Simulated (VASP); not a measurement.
Input of a VASP 6.6.1 run:

The input INCAR:

```
PREC = Accurate
ENCUT = 520
EDIFF = 1E-6
ISMEAR = 0
SIGMA = 0.03
LREAL = F
LASPH = T
NELM = 60
ALGO = Normal
ISIF = 2
LWAVE = F
LCHARG = T
GGA = PE
IVDW = 12
LELF = T
LVHAR = T
NBANDS = 17
```

Contents of KPOINTS:

```
regular mesh
0
Gamma
  12 12 12
```

Contents of POSCAR:

```
PbS
1.0
    1.9738851209      1.1396231059      3.8710295753
   -1.9738851209      1.1396231059      3.8710295753
    0.0000000000     -2.2792462118      3.8710295753
Pb S
1 1
Direct
    0.9779892340      0.9779892340      0.9779892340
    0.4776120960      0.4776120960      0.4776120960
```

Potentials or basis: VASP PAW PBE potentials, release 64 (Pb_d, S).

Launch:

```console
$ cat potpaw_PBE.64/Pb_d/POTCAR potpaw_PBE.64/S/POTCAR > POTCAR
$ mpirun -np 1 vasp_std > vasp.out
```

Problem. Predict the pressure.

Solution. -1.1 GPa.

Problem. Estimate the largest force.

Solution. 0.005 eV/Å.

Problem. Predict the band gap on the k mesh.

Solution. Zero (band 10 reaches 6.30 eV, above the bottom of band 11 at 5.46 eV).

Problem. Estimate the dispersion energy per atom.

Solution. -0.348 eV.

Forces in eV/Å, atoms in the order of the input:
```
Pb   0.000  0.000  0.005
S    0.000  0.000 -0.005
```

Caveat: spin-orbit coupling is left out, which moves the levels of the heavy elements; pairwise dispersion overbinds metals, which lowers pressure and volume.
